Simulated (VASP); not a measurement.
Crystal: Al4CoNi3.

```
Al Co Ni
1.0
     5.90762    0.00000    0.00000
     0.00000    5.90762    0.00000
     0.00000    0.00000    2.95381
Al Co Ni
4 1 3
Direct
  0.75000 0.75000 0.00000
  0.75000 0.25000 0.00000
  0.25000 0.75000 0.00000
  0.25000 0.25000 0.00000
  0.50000 0.50000 0.50000
  0.00000 0.00000 0.50000
  0.00000 0.50000 0.50000
  0.50000 0.00000 0.50000
```

```yaml
Program: VASP 6.6.1
Task: relaxation of cell and atoms
Functional: PBE
Potentials_or_basis: VASP PAW PBE potentials, release 64 (Al, Co, Ni)
Cutoff: 600 eV
k_mesh: 4 × 4 × 6
Occupations: gaussian, width 0.1 eV
Spin: collinear spin, ferromagnetic start
Starting_moments: "[0.0, 0.0, 0.0, 0.0, 3.0, 2.0, 2.0, 2.0] μB"
```

At the start: pressure -9.5 GPa; volume 12.89 Å³/atom.

Q: Where does the relaxation end?

A: Over 6 steps the energy falls by 29.2 meV/atom and the volume is 12.02 Å³/atom (-6.7 %); space group P4/mmm (No. 123, to 0.1 Å) before and after; moment 0.68 μB per cell.

Step by step:
```tsv
step	energy change (eV)	largest force (eV/Å)	pressure (GPa)	volume (Å³)
1	0.0000	0.1711	-9.54	103.09
2	-0.1331	0.0715	7.71	92.06
3	-0.2254	0.1163	0.09	96.10
4	-0.2295	0.0508	0.06	96.10
5	-0.2325	0.0688	0.05	96.09
6	-0.2338	0.0398	-0.02	96.16
```

Final structure:
```
CELL_PARAMETERS angstrom
5.81067 0.00000 0.00000
0.00000 5.81067 0.00000
0.00000 0.00000 2.84802
ATOMIC_POSITIONS crystal
Al 0.74777 0.74777 0.00000
Al 0.74777 0.25223 0.00000
Al 0.25223 0.74777 0.00000
Al 0.25223 0.25223 0.00000
Co 0.50000 0.50000 0.50000
Ni 0.00000 0.00000 0.50000
Ni 0.00000 0.50000 0.50000
Ni 0.50000 0.00000 0.50000
```
